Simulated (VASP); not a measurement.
Write the native input for VASP 6.6.1 that does the following.

```
Task                   : single point
Functional             : PBE
Potentials or basis    : VASP PAW PBE potentials, release 64 (Al)
Cutoff                 : 520 eV
k mesh                 : 6 × 6 × 4
Occupations            : gaussian, width 0.1 eV
Spin                   : no spin polarisation
Dipole correction      : no
Further INCAR settings : ALGO = Normal; EDIFF = 1e-06; NBANDS = 16
```

The structure of Al lies in POSCAR:

```
Al
1.0
    4.8739658899      0.0000000000      0.0000000000
   -2.4369829449      4.2209782778      0.0000000000
    0.0000000000      0.0000000000      4.5326129127
Al
5
Direct
    0.3331229814      0.3390856409      0.5010022259
    0.6609143591     -0.0059626595      0.5010022259
    1.0059626595      0.6668770186      0.5010022259
    0.0000000000      0.0000000000      0.0011309068
    0.6666666667      0.3333333333      0.0010724155
```

The input as run:

INCAR

```
  ALGO = Normal
  EDIFF = 1E-6
  ENCUT = 520
  GGA = PE
  ISIF = 2
  ISMEAR = 0
  LASPH = T
  LCHARG = F
  LREAL = F
  LWAVE = F
  NBANDS = 16
  NELM = 60
  PREC = Accurate
  SIGMA = 0.1
```

KPOINTS

```
k-points
0
Gamma
  6 6 4
```

Potentials or basis: VASP PAW PBE potentials, release 64 (Al).

Run with:

```bash
$ cat potpaw_PBE.64/Al/POTCAR > POTCAR
$ mpirun -np 1 vasp_std > vasp.out
```

Results of the run:

```json
{
  "Pressure": "0.1 GPa",
  "Largest force": "0.020 eV/Å"
}
```

Run time: 21 s on 1 thread of Intel(R) Xeon(R) Platinum 8488C (Sapphire Rapids), with other jobs on the host, peak memory 0.2 GiB.
